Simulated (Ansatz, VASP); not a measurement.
## InSb in VASP and in Ansatz

INCAR

```
PREC = Accurate
ENCUT = 520
EDIFF = 1E-6
ISMEAR = 0
SIGMA = 0.15
LREAL = False
LASPH = True
NELM = 100
ALGO = Normal
ISIF = 2
LWAVE = False
LCHARG = True
GGA = PS
LELF = True
LVHAR = True
NBANDS = 16
```

The input KPOINTS:

```
Automatic mesh
0
Gamma
  12 12 12
```

The input POSCAR:

```
InSb
1.0
    0.0000000000      3.2391000000      3.2391000000
    3.0771450000      0.0000000000      3.2391000000
    3.0771450000      3.2391000000      0.0000000000
In Sb
1 1
Direct
    0.0000000000      0.0000000000      0.0000000000
    0.7500000000      0.7500000000      0.7500000000
```

Input for Ansatz:

```yaml
crystal:
  lattice:
    - [0.0, 3.2391, 3.2391]
    - [3.077145, 0.0, 3.2391]
    - [3.077145, 3.2391, 0.0]
  atoms:
    - { symbol: In, position: [0.0, 0.0, 0.0] }
    - { symbol: Sb, position: [0.75, 0.75, 0.75] }
basis:
  ecutwfc: 420
kpoints:
  mp_grid: { grid: [12, 12, 12] }
hamiltonian:
  xc: pbesol
scf:
  occupations: { method: gaussian, width: 0.15 }
output:
  forces: true
  stress: true
  eigenvalues: true
```

Change from the starting cell: strain -0.0500 x Voigt [1, 0, 0, 0, 0, 0], atoms carried along.

Alike in both runs: task single point; functional PBEsol; k mesh 12 × 12 × 12; occupations gaussian, width 0.15 eV; no spin polarisation.

|  | VASP | Ansatz |
| --- | --- | --- |
| version | VASP 6.6.1 | Ansatz 0.2.0 |
| potentials or method | VASP PAW PBE potentials, release 64 (In_d, Sb), cutoff 520 eV | scalar-relativistic, plane waves, PAW |
| valence electrons in the cell | 18 | 28 |

VASP gave:

```
pressure (GPa)                                                : 3.5
traceless stress, the component that is largest in VASP (GPa) : 0.80
```

Question: Estimate Ansatz's values.

Answer: Pressure (GPa): 3.5; traceless stress, the component that is largest in VASP (GPa): 0.79.

VASP's potentials were made for PBE, not for PBEsol. VASP's potentials hold 18 valence electrons a cell and Ansatz's 28, so a difference there can come from the potentials and not from the codes.

Neither program's run includes spin-orbit coupling.
